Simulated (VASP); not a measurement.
A run of VASP 6.6.1 is set up as follows.

INCAR

```
PREC = Accurate ; ENCUT = 520
EDIFF = 1E-6 ; ISMEAR = -1
SIGMA = 0.1 ; LREAL = False
LASPH = True ; NELM = 80
ALGO = Normal ; ISIF = 2
LWAVE = False ; LCHARG = False
GGA = PS ; NBANDS = 21
```

KPOINTS

```
regular mesh
0
Gamma
  21 21 14
```

File POSCAR:

```
Ge
1.0
   -2.5828962576      2.5863382620      1.4203865914
    2.5863382620     -2.5828962576      1.4203865914
    2.5975834590      2.5975834590     -1.4140825541
Ge
2
Direct
    0.9999377294      0.0000622706      1.0000000000
    0.7500622706      0.2499377294      0.5000000000
```

Potentials or basis: VASP PAW PBE potentials, release 64 (Ge_d).

The run is started by

```sh
$ cat potpaw_PBE.64/Ge_d/POTCAR > POTCAR
$ mpirun -np 1 vasp_std > vasp.out
```

Q: Estimate the pressure.

A: -2.9 GPa.

Q: What does it give for the largest force?

A: 0.004 eV/Å.

Q: What does it give for the band gap on the k mesh?

A: Zero (bands 14 and 15 overlap by 5.30 eV).

Stress tensor (GPa, compression positive):
```
-2.92 -0.26 -0.11
-0.26 -2.92 -0.11
-0.11 -0.11 -2.86
```

Caveat: the PAW data sets were made with another functional, which shifts forces and pressure a little.
